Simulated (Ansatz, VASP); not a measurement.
# One calculation of RbBr, two programs

File INCAR:

```
SYSTEM = RbBr
PREC = Accurate
ENCUT = 600
EDIFF = 1E-6
ISMEAR = 0
SIGMA = 0.02
LREAL = .FALSE.
LASPH = .TRUE.
NELM = 80
ALGO = Normal
ISIF = 3
LWAVE = .FALSE.
LCHARG = .FALSE.
GGA = PE
IBRION = 2
NSW = 100
EDIFFG = -0.01
```

Contents of KPOINTS:

```
regular mesh
0
G
  6 6 6
  0 0 0
```

POSCAR

```
RbBr
1.0
    2.7127026300      1.5661796000      4.4632471300
   -2.7127026300      1.5661796000      4.4632471300
    0.0000000000     -3.1323591900      4.4632471300
Rb Br
1 1
Direct
    0.0000000000      0.0000000000      0.0000000000
    0.2487566200      0.2487566200      0.2487566200
```

Input for Ansatz:

```yaml
crystal:
  lattice:
    - [2.71270263, 1.5661796, 4.46324713]
    - [-2.71270263, 1.5661796, 4.46324713]
    - [0.0, -3.13235919, 4.46324713]
  atoms:
    - { symbol: Rb, position: [0.0, 0.0, 0.0] }
    - { symbol: Br, position: [0.24875662, 0.24875662, 0.24875662] }
basis:
  ecutwfc: 420
kpoints:
  mp_grid: { grid: [6, 6, 6] }
hamiltonian:
  xc: pbe
scf:
  occupations: { method: gaussian, width: 0.02 }
output:
  forces: true
  stress: true
  eigenvalues: true
relax:
  adjacent_minimum: "off"
  f_tol: 0.01
  max_steps: 80
  cell: { stress_tol: 0.05 }
```

Alike in both runs: task relaxation of cell and atoms; functional PBE; k mesh 6 × 6 × 6; occupations gaussian, width 0.02 eV; no spin polarisation.

|  | VASP | Ansatz |
| --- | --- | --- |
| version | VASP 6.6.1 | Ansatz 0.2.0 |
| potentials or method | VASP PAW PBE potentials, release 64 (Rb_sv, Br), cutoff 600 eV | scalar-relativistic, plane waves, PAW |
| valence electrons in the cell | 16 | 16 |

Ansatz gave:

* gap on the k mesh at the Fermi level, each at its own relaxed structure (eV): 4.05
* relaxed volume (Å³/atom): 59.05
* relaxed cell length with the largest relative difference (Å): 5.517

Question: What did VASP give for the same quantities?

Answer: gap on the k mesh at the Fermi level, each at its own relaxed structure (eV): 4.04; relaxed volume (Å³/atom): 59.29; relaxed cell length with the largest relative difference (Å): 5.527.
